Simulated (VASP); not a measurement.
# MgS (P6_3mc) in VASP: single point with HSE06

Aim: the single point of MgS with HSE06.

Everything below comes from runs of VASP 6.6.1. Logs are shortened: lines on timing, memory, paths and dates and some standing lists are left out, and cuts for length are marked.

**1. The cell of the first run**

It takes space group P6_3mc (No. 186, hexagonal). The conventional cell has a = 3.861 Å, b = 3.861 Å, c = 6.454 Å, α = 90.00°, β = 90.00°, γ = 120.00°. Mg (site symmetry 3m) has 4 S at 2.38 to 2.40 Å within 3.1 Å. Within 3.1 Å of S (site symmetry 3m) lie 4 Mg at 2.38 to 2.40 Å.

**2. Single point, HSE06 (biaxial xy strain -4.2%)**

Input file POSCAR:

```
MgS
1.0
    3.8614752238      0.0000000000      0.0000000000
   -1.9307376119      3.3441356398      0.0000000000
    0.0000000000      0.0000000000      6.4542161908
Mg S
2 2
Direct
    0.6666666667      0.3333333333      0.5019370272
    0.3333333333      0.6666666667      1.0019370272
    0.3333333333      0.6666666667      0.3730619728
    0.6666666667      0.3333333333      0.8730619728
```

Input file INCAR.step1:

```
SYSTEM = MgS
  PREC = Accurate
  ENCUT = 520
  EDIFF = 1E-5
  ISMEAR = 0
  SIGMA = 0.01
  LREAL = .False.
  LASPH = .True.
  NELM = 80
  ALGO = Normal
  ISIF = 2
  LWAVE = .True.
  LCHARG = .False.
  GGA = PE
  NBANDS = 16
```

Input file INCAR.step2:

```
SYSTEM = MgS
  PREC = Accurate
  ENCUT = 520
  EDIFF = 1E-7
  ISMEAR = 0
  SIGMA = 0.01
  LREAL = .False.
  LASPH = .True.
  NELM = 80
  ALGO = Normal
  ISIF = 2
  LWAVE = .False.
  LCHARG = .False.
  GGA = PE
  LHFCALC = .True.
  HFSCREEN = 0.2079
  PRECFOCK = Normal
  ISTART = 1
  NBANDS = 16
```

Input file KPOINTS:

```
regular mesh
0
Gamma
  6 6 4
  0 0 0
```

Potentials or basis: VASP PAW PBE potentials, release 64 (Mg, S).

Started as:

```bash
cat potpaw_PBE.64/Mg/POTCAR potpaw_PBE.64/S/POTCAR > POTCAR
cp INCAR.step1 INCAR
mpirun -np 1 vasp_std > vasp.out
cp INCAR.step2 INCAR
mpirun -np 1 vasp_std > vasp.out
```

OUTCAR:

```text
SYSTEM = MgS
   PREC = Accurate
   ENCUT = 520
   EDIFF = 1E-7
   ISMEAR = 0
   LREAL = .False.
   LASPH = .True.
   NELM = 80
   ISIF = 2
   GGA = PE
   LHFCALC = .True.
   HFSCREEN = 0.2079
   PRECFOCK = Normal
   ISTART = 1

 ion  position               nearest neighbor table
   1  0.667  0.333  0.502-   3 2.38   3 2.38   3 2.38   4 2.40
   2  0.333  0.667  0.002-   4 2.38   4 2.38   4 2.38   3 2.40
   3  0.333  0.667  0.373-   1 2.38   1 2.38   1 2.38   2 2.40
   4  0.667  0.333  0.873-   2 2.38   2 2.38   2 2.38   1 2.40

  LATTYP: Found a hexagonal cell.
 ALAT       =     3.8614752238
 C/A-ratio  =     1.6714379393

  Lattice vectors:

 A1 = (   3.8614752238,   0.0000000000,   0.0000000000)
 A2 = (  -1.9307376119,   3.3441356398,   0.0000000000)
 A3 = (   0.0000000000,   0.0000000000,   6.4542161908)

Analysis of symmetry for initial positions (statically):
=====================================================================
 Subroutine PRICEL returns:
 Original cell was already a primitive cell.

 Routine SETGRP: Setting up the symmetry group for a
 hexagonal supercell.

 Subroutine GETGRP returns: Found 12 space group operations
 (whereof  6 operations were pure point group operations)
 out of a pool of 24 trial point group operations.

The static configuration has the point symmetry C_3v.
 The point group associated with its full space group is C_6v.

Analysis of symmetry for dynamics (positions and initial velocities):
=====================================================================
 Subroutine PRICEL returns:
 Original cell was already a primitive cell.

 Routine SETGRP: Setting up the symmetry group for a
 hexagonal supercell.

 Subroutine GETGRP returns: Found 12 space group operations
 (whereof  6 operations were pure point group operations)
 out of a pool of 24 trial point group operations.

The dynamic configuration has the point symmetry C_3v.
 The point group associated with its full space group is C_6v.

 Subroutine INISYM returns: Found 12 space group operations
 (whereof  6 operations are pure point group operations),
 and found     1 'primitive' translations

----------------------------------------------------------------------------------------

                                     Primitive cell

  volume of cell :      83.3452

  direct lattice vectors                    reciprocal lattice vectors
     3.861475224  0.000000000  0.000000000     0.258968384  0.149515466  0.000000000
    -1.930737612  3.344135640  0.000000000     0.000000000  0.299030933  0.000000000
     0.000000000  0.000000000  6.454216191     0.000000000  0.000000000  0.154937481

  length of vectors
     3.861475224  3.861475224  6.454216191     0.299030933  0.299030933  0.154937481

  position of ions in fractional coordinates (direct lattice)
     0.666666667  0.333333333  0.501937027
     0.333333333  0.666666667  0.001937027
     0.333333333  0.666666667  0.373061973
     0.666666667  0.333333333  0.873061973

  ion indices of the primitive-cell ions
   primitive index   ion index
                 1           1
                 2           2
                 3           3
                 4           4

----------------------------------------------------------------------------------------

 KPOINTS: regular mesh

Automatic generation of k-mesh.
 Grid dimensions read from file:
 generate k-points for:    6    6    4

 Generating k-lattice:

  Cartesian coordinates                     Fractional coordinates (reciprocal lattice)
     0.043161397  0.024919244  0.000000000     0.166666667  0.000000000  0.000000000
     0.000000000  0.049838489  0.000000000     0.000000000  0.166666667  0.000000000
     0.000000000  0.000000000  0.038734370     0.000000000  0.000000000  0.250000000

  Length of vectors
     0.049838489  0.049838489  0.038734370

  Shift w.r.t. Gamma in fractional coordinates (k-lattice)
     0.000000000  0.000000000  0.000000000

 Subroutine IBZKPT returns following result:
 ===========================================

 Found     21 irreducible k-points:

 Following reciprocal coordinates:
            Coordinates               Weight
  0.000000  0.000000  0.000000      1.000000
  0.166667  0.000000  0.000000      6.000000
  0.333333 -0.000000  0.000000      6.000000
  0.500000  0.000000  0.000000      3.000000
  0.166667  0.166667  0.000000      6.000000
  0.333333  0.166667  0.000000     12.000000
[... 13 lines left out ...]
  0.333333  0.166667  0.500000     12.000000
  0.333333  0.333333  0.500000      2.000000
   k-points           NKPTS =     21   k-points in BZ     NKDIM =    144   number of bands    NBANDS=     16
   number of dos      NEDOS =    301   number of ions     NIONS =      4
   total plane-waves  NPLWV =  43200
   dimension x,y,z NGX =    30 NGY =   30 NGZ =   48
   dimension x,y,z NGXF=    60 NGYF=   60 NGZF=   96
   ions per type =               2   2
   NGX,Y,Z   is equivalent  to a cutoff of  12.92, 12.92, 12.36 a.u.
   NGXF,Y,Z  is equivalent  to a cutoff of  25.83, 25.83, 24.73 a.u.
 SYSTEM =  MgS
   PREC   = accura    normal or accurate (medium, high low for compatibility)
   ISTART =      1    job   : 0-new  1-cont  2-samecut
   ICHARG =      0    charge: 1-file 2-atom 10-const
   ISPIN  =      1    spin polarized calculation?
   LNONCOLLINEAR =      F non collinear calculations
   LSORBIT =      F    spin-orbit coupling
   LASPH  =      T    aspherical Exc in radial PAW
   ENCUT  =  520.0 eV  38.22 Ry    6.18 a.u.   7.18  7.18 12.00*2*pi/ulx,y,z
   NELM   =     80;   NELMIN=  2; NELMDL=  0     # of ELM steps
   EDIFF  = 0.1E-06   stopping-criterion for ELM
   LREAL  =      F    real-space projection
   EDIFFG = 0.1E-05   stopping-criterion for IOM
   NSW    =      0    number of steps for IOM
   IBRION =     -1    ionic relax: 0-MD 1-quasi-New 2-CG
   NFREE  =      0    steps in history (QN), initial steepest desc. (CG)
   ISIF   =      2    stress and relaxation
   ISYM   =      3    0-nonsym 1-usesym 2-fastsym
   POTIM  = 0.5000    time-step for ionic-motion
   TEBEG  =    0.0;   TEEND  =   0.0 temperature during run
   PSTRESS=    0.0 pullay stress
   NELECT =      16.0000    total number of electrons
   NUPDOWN=      -1.0000    fix difference up-down
   EMIN   =  10.00;   EMAX   =-10.00  energy-range for DOS
   EFERMI =   0.00;   METHOD = LEGACY
   ISMEAR =     0;   SIGMA  =   0.01  broadening in eV -4-tet -1-fermi 0-gaus
   EFERMI_NEDOS =   21; number of points for ismear=-14 and -15
   IALGO  =     38    algorithm
   IMIX   =      1    mixing-type and parameters
     AMIX     =   0.40;   BMIX     =  1.00
     AMIX_MAG =   1.60;   BMIX_MAG =  1.00
  volume/ion in A,a.u.               =      20.84       140.61
  Fermi-wavevector in a.u.,A,eV,Ry     =   0.944397  1.784652 12.134842  0.891886
  Thomas-Fermi vector in A             =   2.072198
   LORBIT       =      0    0 simple, 1 ext, 2 COOP (PROOUT), +10 PAW based schemes
   GGA     = PE    functional components
   LHFCALC =     T    Hartree Fock is set to
   PRECFOCK=normal    Normal, Fast or Accurate (Low or Medium for compatibility)
   ENCUT4O =  -1.0   cutoff for four orbital integrals eV
   NKREDX  =     1    reduce k-point grid by
   NKREDY  =     1    reduce k-point grid by
   NKREDZ  =     1    reduce k-point grid by
   AEXX    =    0.2500 exact exchange contribution
   HFSCREEN=    0.2079 screening length (either q_TF or 0.3 A-1)
   HFSCREENC=   0.2079 screening length for correlation (either q_TF or 0.3 A-1)
   ENCUTFOCK=  -1.0 apply spherical cutoff to Coloumb kernel
   IVDW    =     0    specifies the selected vdW correction
   LEPSILON=     F    determine dielectric tensor
   LRPA    =     F    only Hartree local field effects (RPA)
 non-spin polarized calculation
 Gauss-broadening in eV      SIGMA  =   0.01
  energy-cutoff  :      520.00
  volume of cell :       83.35
 maximum number of plane-waves:      2268
 NGX is ok and might be reduce to    30
  NGX = 24; NGY = 24; NGZ = 40

 number of electron      15.9999998 magnetization

 Free energy of the ion-electron system (eV)
  ---------------------------------------------------
  ext. energy  EPLUGINS =         0.00000000
  ---------------------------------------------------
  free energy    TOTEN  =       -19.58759206 eV

  energy without entropy =      -19.58759206  energy(sigma->0) =      -19.58759206

 E-fermi :   1.0119     XC(G=0):  -7.2759

 val. band max:        0.9570782311   @ k =   0.0000   0.0000   0.0000
 cond. band min:       5.9274878308   @ k =   0.0000   0.0000   0.0000
 fundamental gap:      4.9704095997
 Fermi energy:         1.0118614762

 k-point     1 :       0.0000    0.0000    0.0000
  band No.  band energies     occupation
      1     -11.8762      2.00000
      2     -11.0140      2.00000
      3      -2.9064      2.00000
      4       0.5430      2.00000
      5       0.5430      2.00000
      6       0.7864      2.00000
[... 8 lines left out ...]
     15      11.1831      0.00000
     16      11.7109      0.00000

 k-point     2 :       0.1667    0.0000    0.0000
  band No.  band energies     occupation
      1     -11.6970      2.00000
      2     -10.9118      2.00000
      3      -2.6382      2.00000
      4      -0.4083      2.00000
      5       0.0267      2.00000
      6       0.2862      2.00000
[... 8 lines left out ...]
     15      11.0478      0.00000
     16      11.2642      0.00000

 k-point     3 :       0.3333   -0.0000    0.0000
  band No.  band energies     occupation
      1     -11.2671      2.00000
      2     -10.7249      2.00000
      3      -2.0315      2.00000
      4      -1.7874      2.00000
      5      -1.3179      2.00000
      6      -0.1209      2.00000
[... 8 lines left out ...]
     15      11.2867      0.00000
     16      13.1824      0.00000

 k-point     4 :       0.5000    0.0000    0.0000
  band No.  band energies     occupation
      1     -10.9688      2.00000
      2     -10.6818      2.00000
      3      -2.5453      2.00000
      4      -1.9207      2.00000
      5      -1.2523      2.00000
      6      -0.2946      2.00000
[... 8 lines left out ...]
     15      11.3138      0.00000
     16      14.0425      0.00000

 k-point     5 :       0.1667    0.1667    0.0000
  band No.  band energies     occupation
      1     -11.3890      2.00000
      2     -10.7658      2.00000
      3      -2.1513      2.00000
      4      -1.2024      2.00000
      5      -1.1855      2.00000
      6      -0.0979      2.00000
[... 8 lines left out ...]
     15      11.5795      0.00000
     16      11.5808      0.00000

 k-point     6 :       0.3333    0.1667    0.0000
  band No.  band energies     occupation
      1     -10.9850      2.00000
      2     -10.6703      2.00000
      3      -2.2016      2.00000
      4      -1.7277      2.00000
      5      -1.2947      2.00000
      6      -0.7767      2.00000
[... 8 lines left out ...]
     15      11.4686      0.00000
     16      13.1496      0.00000
[... 210 lines left out ...]
 k-point    18 :       0.5000    0.0000    0.5000
  band No.  band energies     occupation
      1     -10.8230      2.00000
      2     -10.8230      2.00000
      3      -2.6357      2.00000
      4      -2.6357      2.00000
      5      -0.0837      2.00000
      6      -0.0837      2.00000
[... 8 lines left out ...]
     15      12.2342      0.00000
     16      12.2342      0.00000

 k-point    19 :       0.1667    0.1667    0.5000
  band No.  band energies     occupation
      1     -11.0945      2.00000
      2     -11.0945      2.00000
      3      -1.7992      2.00000
      4      -1.7992      2.00000
      5      -0.2426      2.00000
      6      -0.2426      2.00000
[... 8 lines left out ...]
     15      11.4972      0.00000
     16      11.4972      0.00000

 k-point    20 :       0.3333    0.1667    0.5000
  band No.  band energies     occupation
      1     -10.8267      2.00000
      2     -10.8267      2.00000
      3      -2.3655      2.00000
      4      -2.3655      2.00000
      5      -0.6525      2.00000
      6      -0.6525      2.00000
[... 8 lines left out ...]
     15      12.3343      0.00000
     16      12.3343      0.00000

 k-point    21 :       0.3333    0.3333    0.5000
  band No.  band energies     occupation
      1     -10.7335      2.00000
      2     -10.7335      2.00000
      3      -2.1854      2.00000
      4      -2.1854      2.00000
      5      -1.3761      2.00000
      6      -1.3761      2.00000
[... 8 lines left out ...]
     15      11.8400      0.00000
     16      11.8400      0.00000

------------------------ aborting loop because EDIFF is reached ----------------------------------------

  FORCE on cell =-STRESS in cart. coord.  units (eV):
  Direction    XX          YY          ZZ          XY          YZ          ZX
  --------------------------------------------------------------------------------------
  -------------------------------------------------------------------------------------
  Total        3.4546291      3.4546291      2.2475098      0.0000000      0.0000000      0.0000000
  in kB       66.4096766     66.4096766     43.2047535      0.0000000      0.0000000      0.0000000
  external PRESSURE =      58.6747023 kB  Pullay stress =       0.0000000 kB

 VOLUME and BASIS-vectors are now :
 -----------------------------------------------------------------------------
  energy-cutoff  :      520.00
  volume of cell :       83.35
      direct lattice vectors                 reciprocal lattice vectors
     3.861475224  0.000000000  0.000000000     0.258968384  0.149515466  0.000000000
    -1.930737612  3.344135640  0.000000000     0.000000000  0.299030933  0.000000000
     0.000000000  0.000000000  6.454216191     0.000000000  0.000000000  0.154937481

 POSITION                                       TOTAL-FORCE (eV/Angst)
 -----------------------------------------------------------------------------------
      1.93074      1.11471      3.23961        -0.000000      0.000000     -0.002476
     -0.00000      2.22942      0.01250         0.000000     -0.000000     -0.002476
     -0.00000      2.22942      2.40782        -0.000000      0.000000      0.002476
      1.93074      1.11471      5.63493         0.000000      0.000000      0.002476
 -----------------------------------------------------------------------------------
    total drift:                                0.000000      0.000000     -0.000021

  FREE ENERGIE OF THE ION-ELECTRON SYSTEM (eV)
  ---------------------------------------------------
  free  energy   TOTEN  =       -19.5875920570 eV

  energy  without entropy=      -19.5875920570  energy(sigma->0) =      -19.58759206
```

Wall time 38 min (1 thread of Intel Xeon Platinum 8488C (Sapphire Rapids), shared host); peak memory 0.34 GiB.

Results:

```
Free energy            : -19.5876 eV
Pressure               : 5.9 GPa
Band gap on the k mesh : 4.97 eV
```

Forces in eV/Å, atoms in the order of the input:
```
Mg   0.000  0.000 -0.002
Mg   0.000  0.000 -0.002
S    0.000  0.000  0.002
S    0.000  0.000  0.002
```

Caveat: the cell differs from its parent crystal (biaxial xy strain -4.2%); the cell stands under pressure; the PAW data sets were made with another functional, which shifts forces and pressure a little.
